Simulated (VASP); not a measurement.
Here is a VASP 6.6.1 calculation.

Contents of INCAR:

```
PREC = Accurate ; ENCUT = 520
EDIFF = 1E-7 ; ISMEAR = -1
SIGMA = 0.02 ; LREAL = F
LASPH = T ; NELM = 60
ALGO = Normal ; ISIF = 2
LWAVE = F ; LCHARG = F
GGA = PE ; NBANDS = 14
```

The input KPOINTS:

```
regular mesh
0
Gamma
  8 8 8
```

POSCAR

```
NaI
1.0
    0.0000000000      3.2296282834      3.2296282834
    3.3972459913      0.0000000000      3.2296282834
    3.3972459913      3.2296282834      0.0000000000
Na I
1 1
Direct
    0.0000000000      0.0000000000      0.0000000000
    0.5000000000      0.5000000000      0.5000000000
```

Potentials or basis: VASP PAW PBE potentials, release 64 (Na_pv, I).

Run with:

```sh
$ cat potpaw_PBE.64/Na_pv/POTCAR potpaw_PBE.64/I/POTCAR > POTCAR
$ mpirun -np 1 vasp_std > vasp.out
```

**Question.** Predict the pressure.

**Answer.** -0.2 GPa.

**Question.** Predict the band gap on the k mesh.

**Answer.** 3.50 eV.

Stress tensor (GPa, compression positive):
```
-0.77  0.00  0.00
 0.00  0.13  0.00
 0.00  0.00  0.13
```

Caveat: the cell differs from its parent crystal (uniaxial x strain +5.2%); spin-orbit coupling is left out, which moves the levels of the heavy elements. A k mesh can miss the band edges.
